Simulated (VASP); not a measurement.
Input of a VASP 6.6.1 run:

File INCAR:

```
ALGO = Normal
EDIFF = 1E-6
ENCUT = 520
GGA = PE
ISIF = 2
ISMEAR = 0
LASPH = True
LCHARG = False
LREAL = False
LWAVE = False
NBANDS = 15
NELM = 60
PREC = Accurate
SIGMA = 0.01
```

The input KPOINTS:

```
k-points
0
Gamma
  6 6 6
```

Contents of POSCAR:

```
RbBr
1.0
    0.0000000000      3.4608320096      3.4608320096
    3.4608320096      0.0000000000      3.4608320096
    3.4608320096      3.4608320096      0.0000000000
Rb Br
1 1
Direct
    0.0000000000      0.0000000000      0.0000000000
    0.5000000000      0.5000000000      0.5000000000
```

Potentials or basis: VASP PAW PBE potentials, release 64 (Rb_sv, Br).

Run with:

```console
$ cat potpaw_PBE.64/Rb_sv/POTCAR potpaw_PBE.64/Br/POTCAR > POTCAR
$ mpirun -np 1 vasp_std > vasp.out
```

Task: Estimate the pressure.

Result: 0.6 GPa.

Task: What does it give for the band gap on the k mesh?

Result: 4.29 eV, direct.

PBE gaps usually lie below the measured ones, often by a third to a half.
